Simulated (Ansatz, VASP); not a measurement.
# One calculation of Se, two programs

```xyz
2
Lattice="2.0009 -1.1552 3.2705 0.0000 2.3104 3.2705 -2.0009 -1.1552 3.2705" Properties=species:S:1:pos:R:3 pbc="T T T"
Se    0.0000    0.0000    2.4529
Se    0.0000    0.0000   -2.4529
```

Alike in both runs: functional PBE; k mesh 13 × 13 × 13; occupations fermi-dirac, width 0.08 eV; no spin polarisation.

Ansatz relaxed the structure, and its values are those at the end. VASP's run is a single point on that final structure, the one shown.

```csv
,VASP,Ansatz
version,VASP 6.6.1,Ansatz 0.2.0
potentials or method,"VASP PAW PBE potentials, release 64 (Se)","PAW with Ansatz's default frozen-core files, scalar-relativistic"
plane-wave cutoff (eV),520,420
valence electrons in the cell,12,32
```

```csv
,VASP,Ansatz,Ansatz less VASP
pressure (GPa),0.0,0.0,-0.02
```

VASP's potentials hold 12 valence electrons a cell and Ansatz's 32, so a difference there can come from the potentials and not from the codes.
